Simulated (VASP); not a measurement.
Crystal: SrTeO.

```
CELL_PARAMETERS angstrom
-2.03124 2.03124 3.74778
2.03124 -2.03124 3.74778
2.03124 2.03124 -3.74778
ATOMIC_POSITIONS crystal
Sr 0.00000 0.00000 0.00000
Te 0.39700 0.39700 0.00000
O 0.60300 0.60300 0.00000
```

| Quantity | Value |
| --- | --- |
| Program | VASP 6.6.1 |
| Task | relaxation of cell and atoms |
| Functional | LDA |
| Potentials or basis | VASP PAW LDA potentials, release 64 (Sr_sv, Te, O) |
| Cutoff | 600 eV |
| k mesh | 8 × 8 × 8 |
| Occupations | gaussian, width 0.1 eV |
| Spin | no spin polarisation |

At the start: pressure 43.1 GPa; volume 20.62 Å³/atom.

Question: Where does the relaxation end?

Answer: Over 23 steps the energy falls by 1080.8 meV/atom and the volume is 23.96 Å³/atom (+16.2 %); space group I4mm (No. 107, to 0.1 Å) before and after.

The path:
```csv
step,energy change (eV),largest force (eV/Å),pressure (GPa),volume (Å³)
1,0.0000,25.8999,43.06,61.85
2,0.9557,2.9665,-10.91,117.92
3,0.0808,2.8635,-10.60,110.95
4,-0.5509,2.8110,-10.21,105.53
5,-2.2286,2.7370,-5.66,82.66
6,-2.2893,2.6303,-4.16,79.00
7,-2.2963,2.6008,-3.72,78.07
8,-2.7703,0.8546,-3.90,72.77
9,-2.7727,0.9570,-3.75,72.43
10,-2.8838,1.0673,1.53,66.34
11,-2.8838,1.0677,1.61,66.27
12,-2.9608,0.7643,2.09,66.23
13,-2.9931,1.0659,3.00,66.18
14,-3.0329,1.1213,2.43,66.86
15,-3.1185,1.2818,0.93,68.92
16,-3.1169,1.4121,-1.16,73.10
17,-3.1488,1.3885,-0.15,70.94
18,-3.1994,0.9318,-0.24,71.06
19,-3.2334,0.2597,-0.04,71.24
20,-3.2340,0.1936,0.01,71.27
21,-3.2403,0.0083,0.53,71.30
22,-3.2406,0.0562,0.68,71.30
23,-3.2424,0.0344,0.26,71.89
```

Final structure:
```
CELL_PARAMETERS angstrom
-1.92079 1.92079 4.87115
1.92079 -1.92079 4.87115
1.92079 1.92079 -4.87115
ATOMIC_POSITIONS crystal
Sr 0.97164 0.97164 0.00000
Te 0.28802 0.28802 0.00000
O 0.74033 0.74033 0.00000
```

Caveat: the volume moved by over 15 % at a fixed basis, so the end points are rough; the relaxation stopped at a loose force limit of 0.05 eV/Å, so its end isn't a converged minimum.
